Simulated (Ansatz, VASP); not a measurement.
## Two plane-wave programs on La3Hf

File INCAR:

```
SYSTEM = La3Hf
ALGO     = Normal         ! electronic algorithm
EDIFF    = 1E-6           ! SCF threshold, eV
ENCUT    = 520            ! plane-wave cutoff, eV
GGA      = PE             ! functional
ISIF     = 2              ! what is computed and relaxed
ISMEAR   = -1             ! smearing method
LASPH    = .True.         ! aspherical terms in the spheres
LCHARG   = .False.        ! write CHGCAR
LREAL    = .False.        ! projectors in reciprocal space
LWAVE    = .False.        ! write WAVECAR
NBANDS   = 30             ! bands
NELM     = 80             ! most SCF steps
PREC     = Accurate       ! precision mode
SIGMA    = 0.1            ! smearing width, eV
```

Contents of KPOINTS:

```
k-points
0
Gamma
  3 3 3
  0 0 0
```

POSCAR

```
La3Hf
1.0
    5.0451320000      0.0000000000      0.0000000000
    0.0000000000      5.0451320000      0.0000000000
    0.0000000000      0.0000000000      5.0451320000
La Hf
3 1
Direct
    0.0000000000      0.5000000000      0.5000000000
    0.5000000000      0.0000000000      0.5000000000
    0.5000000000      0.5000000000      0.0000000000
    0.0000000000      0.0000000000      0.0000000000
```

Input for Ansatz:

```yaml
crystal:
  lattice:
    - [5.045132, 0.0, 0.0]
    - [0.0, 5.045132, 0.0]
    - [0.0, 0.0, 5.045132]
  atoms:
    - { symbol: La, position: [0.0, 0.5, 0.5] }
    - { symbol: La, position: [0.5, 0.0, 0.5] }
    - { symbol: La, position: [0.5, 0.5, 0.0] }
    - { symbol: Hf, position: [0.0, 0.0, 0.0] }
kpoints:
  mp_grid:
    grid: [3, 3, 3]
hamiltonian:
  xc: pbe
scf:
  convergence:
    dr2_threshold: 1.0e-08
  occupations:
    method: fermi_dirac
output:
  forces: true
  stress: true
```

Alike in both runs: task single point; functional PBE; k mesh 3 × 3 × 3; no spin polarisation.

|  | VASP | Ansatz |
| --- | --- | --- |
| version | VASP 6.6.1 | Ansatz 0.2.0 |
| potentials or method | VASP PAW PBE potentials, release 64 (La, Hf_pv) | plane waves, PAW |
| plane-wave cutoff (eV) | 520 | 420 |
| occupations | fermi-dirac, width 0.1 eV | fermi-dirac |
| valence electrons in the cell | 43 | 59 |

```tsv
	VASP	Ansatz	Ansatz less VASP
pressure (GPa)	-0.5	-0.5	0.00
```

VASP's potentials hold 43 valence electrons a cell and Ansatz's 59, so a difference there can come from the potentials and not from the codes. Ansatz's warnings: stress scf threshold loose.

The k mesh is coarse, so the values compare programs but aren't converged. Spin-orbit coupling is off throughout.
